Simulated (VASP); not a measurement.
Input of a VASP 6.6.1 run:

The input INCAR:

```
PREC     = Accurate       # precision mode
ENCUT    = 520            # plane-wave cutoff, eV
EDIFF    = 1E-6           # SCF threshold, eV
ISMEAR   = 0              # smearing method
SIGMA    = 0.016          # smearing width, eV
LREAL    = F              # projectors in reciprocal space
LASPH    = T              # aspherical terms in the spheres
NELM     = 80             # most SCF steps
ALGO     = Fast           # electronic algorithm
ISIF     = 2              # what is computed and relaxed
LWAVE    = F              # write WAVECAR
LCHARG   = F              # write CHGCAR
GGA      = PE             # functional
NBANDS   = 13             # bands
```

Contents of KPOINTS:

```
Automatic mesh
0
Gamma
  12 12 12
```

Contents of POSCAR:

```
W
1.0
   -1.5823450000      1.5823450000      1.5823450000
    1.5823450000     -1.5823450000      1.5823450000
    1.5823450000      1.5823450000     -1.5823450000
W
1
Direct
    0.0000000000      0.0000000000      0.0000000000
```

Potentials or basis: VASP PAW PBE potentials, release 64 (W_sv).

Run with:

```bash
$ cat potpaw_PBE.64/W_sv/POTCAR > POTCAR
$ mpirun -np 1 vasp_std > vasp.out
```

Problem. What does it give for the band gap on the k mesh?

Solution. Zero (band 7 reaches 16.61 eV, above the bottom of band 8 at 10.21 eV).

Problem. Predict the pressure.

Solution. 6.7 GPa.

Caveat: spin-orbit coupling is left out, which moves the levels of the heavy elements.
